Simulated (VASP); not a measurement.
# Ti3HO7 (a cell with a defect) in VASP: single point with PBEsol

Aim: the single point of Ti3HO7 (a cell with a defect) with PBEsol.

Program: VASP 6.6.1. These are calculated values, not measurements. Logs are shortened: lines on timing, memory, paths and dates and some standing lists are left out, and cuts for length are marked.

### 1 The cell of the first run

The cell holds a defect, 11 atoms: a = 4.591 Å, b = 4.591 Å, c = 5.878 Å, α = 90.00°, β = 90.00°, γ = 90.00°.

### 2 Single point, PBEsol, collinear spin

Input file INCAR:

```
SYSTEM = Ti3HO7
PREC = Accurate
ENCUT = 520
EDIFF = 1E-6
ISMEAR = -5
SIGMA = 0.05
LREAL = .FALSE.
LASPH = .TRUE.
NELM = 150
ALGO = Normal
ISIF = 2
LWAVE = .FALSE.
LCHARG = .TRUE.
ISPIN = 2
MAGMOM = 0 0.375 0.375 0.375 0.375 0.375 0.375 0 0.375 0 0.375
LORBIT = 11
LMAXMIX = 4
GGA = PS
LELF = .TRUE.
LVHAR = .TRUE.
NBANDS = 54
NELECT = 81.0
```

Input file KPOINTS:

```
Automatic mesh
0
Gamma
  2 2 2
  0.5 0.5 0.5
```

Input file POSCAR:

```
Ti3HO7
1.0
    4.5914140000      0.0000000000      0.0000000000
    0.0000000000      4.5914140000      0.0000000000
    0.0000000000      0.0000000000      5.8777420000
Ti O H
3 7 1
Direct
    0.0099280000      0.9910960000      0.0212240000
    0.9887820000      0.9788810000      0.4994590000
    0.5092420000      0.5310590000      0.7862010000
    0.3394730000      0.3159800000      0.0116650000
    0.6776600000      0.6883320000      0.9957430000
    0.7304970000      0.7167180000      0.5196010000
    0.1664740000      0.7643120000      0.2596840000
    0.1877110000      0.7837560000      0.7428190000
    0.7401650000      0.1730970000      0.2556790000
    0.7699550000      0.2259570000      0.7656070000
    0.2947490000      0.2837380000      0.5041200000
```

Potentials or basis: VASP PAW PBE potentials, release 64 (Ti_sv, O, H).

The run is started by

```bash
$ cat potpaw_PBE.64/Ti_sv/POTCAR potpaw_PBE.64/O/POTCAR potpaw_PBE.64/H/POTCAR > POTCAR
$ mpirun -np 1 vasp_std > vasp.out
```

OUTCAR:

```text
SYSTEM = Ti3HO7
   PREC = Accurate
   ENCUT = 520
   EDIFF = 1E-6
   ISMEAR = -5
   LREAL = .FALSE.
   LASPH = .TRUE.
   NELM = 150
   ISIF = 2
   ISPIN = 2
   LORBIT = 11
   GGA = PS
   NELECT = 81.0

 ion  position               nearest neighbor table
   1  0.010  0.991  0.021-   7 1.89   9 2.03   8 2.06   5 2.07   4 2.13  10 2.15   2 2.81
   2  0.989  0.979  0.499-   6 1.69   7 1.90   8 1.92   9 2.04  10 2.18   1 2.81
   3  0.509  0.531  0.786-   5 1.62   4 1.83  10 1.85   8 1.89   6 2.05
   4  0.339  0.316  0.012-   3 1.83   1 2.13
   5  0.678  0.688  0.996-   3 1.62   1 2.07
   6  0.730  0.717  0.520-   2 1.69   3 2.05
   7  0.166  0.764  0.260-   1 1.89   2 1.90
   8  0.188  0.784  0.743-   3 1.89   2 1.92   1 2.06
   9  0.740  0.173  0.256-   1 2.03   2 2.04
  10  0.770  0.226  0.766-   3 1.85   1 2.15   2 2.18
  11  0.295  0.284  0.504-

  LATTYP: Found a simple tetragonal cell.
 ALAT       =     4.5914140000
 C/A-ratio  =     1.2801594454

  Lattice vectors:

 A1 = (   4.5914140000,   0.0000000000,   0.0000000000)
 A2 = (   0.0000000000,   4.5914140000,   0.0000000000)
 A3 = (   0.0000000000,   0.0000000000,   5.8777420000)

Analysis of symmetry for initial positions (statically):
=====================================================================
 Subroutine PRICEL returns:
 Original cell was already a primitive cell.

 Routine SETGRP: Setting up the symmetry group for a
 simple tetragonal supercell.

 Subroutine GETGRP returns: Found  1 space group operations
 (whereof  1 operations were pure point group operations)
 out of a pool of 16 trial point group operations.

The static configuration has the point symmetry C_1 .

Analysis of symmetry for dynamics (positions and initial velocities):
=====================================================================
 Subroutine PRICEL returns:
 Original cell was already a primitive cell.

 Routine SETGRP: Setting up the symmetry group for a
 simple tetragonal supercell.

 Subroutine GETGRP returns: Found  1 space group operations
 (whereof  1 operations were pure point group operations)
 out of a pool of 16 trial point group operations.

The dynamic configuration has the point symmetry C_1 .

Analysis of structural, dynamic, and magnetic symmetry:
=====================================================================
 Subroutine PRICEL returns:
 Original cell was already a primitive cell.

 Routine SETGRP: Setting up the symmetry group for a
 simple tetragonal supercell.

 Subroutine GETGRP returns: Found  1 space group operations
 (whereof  1 operations were pure point group operations)
 out of a pool of 16 trial point group operations.

The overall configuration has the point symmetry C_1 .

 Subroutine INISYM returns: Found  1 space group operations
 (whereof  1 operations are pure point group operations),
 and found     1 'primitive' translations

----------------------------------------------------------------------------------------

                                     Primitive cell

  volume of cell :     123.9092

  direct lattice vectors                    reciprocal lattice vectors
     4.591414000  0.000000000  0.000000000     0.217797829  0.000000000  0.000000000
     0.000000000  4.591414000  0.000000000     0.000000000  0.217797829  0.000000000
     0.000000000  0.000000000  5.877742000     0.000000000  0.000000000  0.170133361

  length of vectors
     4.591414000  4.591414000  5.877742000     0.217797829  0.217797829  0.170133361

  position of ions in fractional coordinates (direct lattice)
     0.009928000  0.991096000  0.021224000
     0.988782000  0.978881000  0.499459000
     0.509242000  0.531059000  0.786201000
     0.339473000  0.315980000  0.011665000
     0.677660000  0.688332000  0.995743000
     0.730497000  0.716718000  0.519601000
     0.166474000  0.764312000  0.259684000
     0.187711000  0.783756000  0.742819000
     0.740165000  0.173097000  0.255679000
[... 59 lines left out ...]
 SYSTEM =  Ti3HO7
   PREC   = accura    normal or accurate (medium, high low for compatibility)
   ISTART =      0    job   : 0-new  1-cont  2-samecut
   ICHARG =      2    charge: 1-file 2-atom 10-const
   ISPIN  =      2    spin polarized calculation?
   LNONCOLLINEAR =      F non collinear calculations
   LSORBIT =      F    spin-orbit coupling
   LASPH  =      T    aspherical Exc in radial PAW
   ENCUT  =  520.0 eV  38.22 Ry    6.18 a.u.   8.54  8.54 10.93*2*pi/ulx,y,z
   NELM   =    150;   NELMIN=  2; NELMDL= -5     # of ELM steps
   EDIFF  = 0.1E-05   stopping-criterion for ELM
   LREAL  =      F    real-space projection
   EDIFFG = 0.1E-04   stopping-criterion for IOM
   NSW    =      0    number of steps for IOM
   IBRION =     -1    ionic relax: 0-MD 1-quasi-New 2-CG
   NFREE  =      0    steps in history (QN), initial steepest desc. (CG)
   ISIF   =      2    stress and relaxation
   ISYM   =      2    0-nonsym 1-usesym 2-fastsym
   POTIM  = 0.5000    time-step for ionic-motion
   TEBEG  =    0.0;   TEEND  =   0.0 temperature during run
   PSTRESS=    0.0 pullay stress
   NELECT =      81.0000    total number of electrons
   NUPDOWN=      -1.0000    fix difference up-down
   EMIN   =  10.00;   EMAX   =-10.00  energy-range for DOS
   EFERMI =   0.00;   METHOD = LEGACY
   ISMEAR =    -5;   SIGMA  =   0.05  broadening in eV -4-tet -1-fermi 0-gaus
   EFERMI_NEDOS =   21; number of points for ismear=-14 and -15
   IALGO  =     38    algorithm
   IMIX   =      4    mixing-type and parameters
     AMIX     =   0.40;   BMIX     =  1.00
     AMIX_MAG =   1.60;   BMIX_MAG =  1.00
  volume/ion in A,a.u.               =      11.26        76.02
  Fermi-wavevector in a.u.,A,eV,Ry     =   1.420808  2.684938 27.466014  2.018695
  Thomas-Fermi vector in A             =   2.541684
   LORBIT       =     11    0 simple, 1 ext, 2 COOP (PROOUT), +10 PAW based schemes
   GGA     = PS    functional components
   LHFCALC =     F    Hartree Fock is set to
   AEXX    =    0.0000 exact exchange contribution
   IVDW    =     0    specifies the selected vdW correction
   LEPSILON=     F    determine dielectric tensor
   LRPA    =     F    only Hartree local field effects (RPA)
 spin polarized calculation
 Fermi weights with tetrahedron method with Bloechl corrections
  energy-cutoff  :      520.00
  volume of cell :      123.91
 maximum number of plane-waves:      3339
 NGX is ok and might be reduce to    36
   NGX = 17   NGY = 17   NGZ = 21

 number of electron      80.9999987 magnetization       1.0000077

 Free energy of the ion-electron system (eV)
  ---------------------------------------------------
  ext. energy  EPLUGINS =         0.00000000
  ---------------------------------------------------
  free energy    TOTEN  =       -78.86581584 eV

  energy without entropy =      -78.86581584  energy(sigma->0) =      -78.86581584

 E-fermi :   2.8516     XC(G=0): -10.9265

 val. band max:        2.7550876489   @ k =  -0.2500   0.2500   0.2500
 cond. band min:       2.8531679583   @ k =  -0.2500   0.2500   0.2500
 fundamental gap:      0.0980803094
 Fermi energy:         2.8516480272

 spin component 1

 k-point     1 :       0.2500    0.2500    0.2500
  band No.  band energies     occupation
      1     -53.9653      1.00000
      2     -53.3723      1.00000
      3     -52.8732      1.00000
      4     -30.4352      1.00000
      5     -30.3026      1.00000
      6     -30.2553      1.00000
[... 209 lines left out ...]
     51       7.8069      0.00000
     52       8.1499      0.00000
 Fermi energy:         2.8516480272

 spin component 2

 k-point     1 :       0.2500    0.2500    0.2500
  band No.  band energies     occupation
      1     -53.9913      1.00000
      2     -53.3811      1.00000
      3     -52.8906      1.00000
      4     -30.4529      1.00000
      5     -30.3314      1.00000
      6     -30.2834      1.00000
[... 209 lines left out ...]
     51       7.8295      0.00000
     52       8.1800      0.00000
 [bands above 52 left out]

------------------------ aborting loop because EDIFF is reached ----------------------------------------

  FORCE on cell =-STRESS in cart. coord.  units (eV):
  Direction    XX          YY          ZZ          XY          YZ          ZX
  --------------------------------------------------------------------------------------
  -------------------------------------------------------------------------------------
  Total       18.5084560     20.0362588     17.6014396      2.5960414      1.8907197      3.4767420
  in kB      239.3190911    259.0739751    227.5911364     33.5674821     24.4474915     44.9551679
  external PRESSURE =     241.9947342 kB  Pullay stress =       0.0000000 kB

 VOLUME and BASIS-vectors are now :
 -----------------------------------------------------------------------------
  energy-cutoff  :      520.00
  volume of cell :      123.91
      direct lattice vectors                 reciprocal lattice vectors
     4.591414000  0.000000000  0.000000000     0.217797829  0.000000000  0.000000000
     0.000000000  4.591414000  0.000000000     0.000000000  0.217797829  0.000000000
     0.000000000  0.000000000  5.877742000     0.000000000  0.000000000  0.170133361

 POSITION                                       TOTAL-FORCE (eV/Angst)
 -----------------------------------------------------------------------------------
      0.04558      4.55053      0.12475        -0.696868      0.864847      1.740032
      4.53991      4.49445      2.93569        -1.791399     -0.018480     -1.305086
      2.33814      2.43831      4.62109        -1.015712     -1.614295     -2.159677
      1.55866      1.45079      0.06856        -3.829953     -3.020304     -0.370083
      3.11142      3.16042      5.85272         3.648877      3.963027      2.393972
      3.35401      3.29075      3.05408        -1.998954     -1.177889      0.904840
      0.76435      3.50927      1.52636        -0.348390      2.574241     -0.950010
      0.86186      3.59855      4.36610        -0.367501      1.536295      0.925094
      3.39840      0.79476      1.50282         3.775121     -0.961457     -0.537181
      3.53518      1.03746      4.50004         2.642763     -2.211405     -0.854131
      1.35331      1.30276      2.96309        -0.017985      0.065419      0.212230
 -----------------------------------------------------------------------------------
    total drift:                                0.000637      0.000155     -0.000352

  FREE ENERGIE OF THE ION-ELECTRON SYSTEM (eV)
  ---------------------------------------------------
  free  energy   TOTEN  =       -78.8658158437 eV

  energy  without entropy=      -78.8658158437  energy(sigma->0) =      -78.86581584

 total charge

# of ion       s       p       d       tot
------------------------------------------
    1        2.207   6.237   1.814  10.257
    2        2.263   6.321   2.049  10.634
    3        2.305   6.391   2.225  10.921
    4        1.586   3.396   0.000   4.982
    5        1.596   3.502   0.000   5.098
    6        1.589   3.477   0.000   5.066
    7        1.586   3.418   0.000   5.004
    8        1.570   3.539   0.000   5.108
    9        1.585   3.338   0.000   4.923
   10        1.569   3.474   0.000   5.043
   11        0.492   0.004   0.000   0.496
--------------------------------------------------
tot         18.349  43.095   6.088  67.531

 magnetization (x)

# of ion       s       p       d       tot
------------------------------------------
    1       -0.001  -0.000  -0.026  -0.027
    2       -0.002   0.014  -0.017  -0.005
    3       -0.001   0.004  -0.022  -0.019
    4        0.003   0.186   0.000   0.190
    5        0.001   0.037   0.000   0.038
    6        0.002   0.076   0.000   0.078
    7        0.001   0.023   0.000   0.024
    8        0.001   0.038   0.000   0.038
    9        0.003   0.141   0.000   0.145
   10        0.002   0.125   0.000   0.127
   11        0.140   0.000   0.000   0.141
--------------------------------------------------
tot          0.149   0.645  -0.065   0.729
```

Wall time 83 s (1 thread of AMD EPYC 7R13 (Zen 3), shared host); peak memory 0.25 GiB.

Results:

```
Free energy                                           : -78.8658 eV
Largest force                                         : 5.895 eV/Å
Net moment                                            : 1.00 μB per cell
Site moments                                          : Ti -0.03, -0.01, -0.02; O +0.19, +0.04, +0.08, +0.02, +0.14, +0.13; H +0.14 μB
Valence electrons inside the program's atomic spheres : Ti 10.26, 10.63, 10.92; O 4.98, 5.10, 5.07, 5.00, 5.11, 4.92, 5.04; H 0.50
```

Forces in eV/Å, atoms in the order of the input:
```
Ti  -0.697  0.865  1.740
Ti  -1.791 -0.018 -1.305
Ti  -1.016 -1.614 -2.160
O   -3.830 -3.020 -0.370
O    3.649  3.963  2.394
O   -1.999 -1.178  0.905
O   -0.348  2.574 -0.950
O   -0.368  1.536  0.925
O    3.775 -0.961 -0.537
O    2.643 -2.211 -0.854
H   -0.018  0.065  0.212
```

Caveat: the k points lie up to 0.68 Å⁻¹ apart; the cell carries a net charge on a neutralising background, which shifts energy and pressure; the cell is charged against a uniform background, so pressure and absolute levels hang on convention; the PAW data sets were made with another functional, which shifts forces and pressure a little.
